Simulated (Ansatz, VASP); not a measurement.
**HfH2 in VASP and in Ansatz**

```
Hf H
1.0
    -1.73900    1.73900    2.18050
     1.73900   -1.73900    2.18050
     1.73900    1.73900   -2.18050
Hf H
1 2
Direct
  0.00000 0.00000 0.00000
  0.75000 0.25000 0.50000
  0.25000 0.75000 0.50000
```

Alike in both runs: task single point; functional r2SCAN; k mesh 22 × 22 × 22; occupations gaussian, width 0.15 eV; no spin polarisation.

|  | VASP | Ansatz |
| --- | --- | --- |
| version | VASP 6.6.1 | Ansatz 0.2.0 |
| potentials or method | VASP PAW PBE potentials, release 64 (Hf_pv, H), cutoff 520 eV | scalar-relativistic, plane waves, PAW |
| valence electrons in the cell | 12 | 28 |

|  | VASP | Ansatz | Ansatz less VASP |
| --- | --- | --- | --- |
| gap on the k mesh at the Fermi level (eV) | none | none | - |
| pressure (GPa) | -3.9 | -2.9 | +1.04 |
| traceless stress, the component that is largest in VASP (GPa) | -0.15 | -0.26 | -0.106 |

VASP's potentials were made for PBE, not for r2SCAN. A gap of «none» marks a metal or a gap that the smearing closes. With one functional, cell and mesh, what is left measures potentials, basis and numerics. VASP's potentials hold 12 valence electrons a cell and Ansatz's 28, so a difference there can come from the potentials and not from the codes.

Spin-orbit coupling is off throughout.
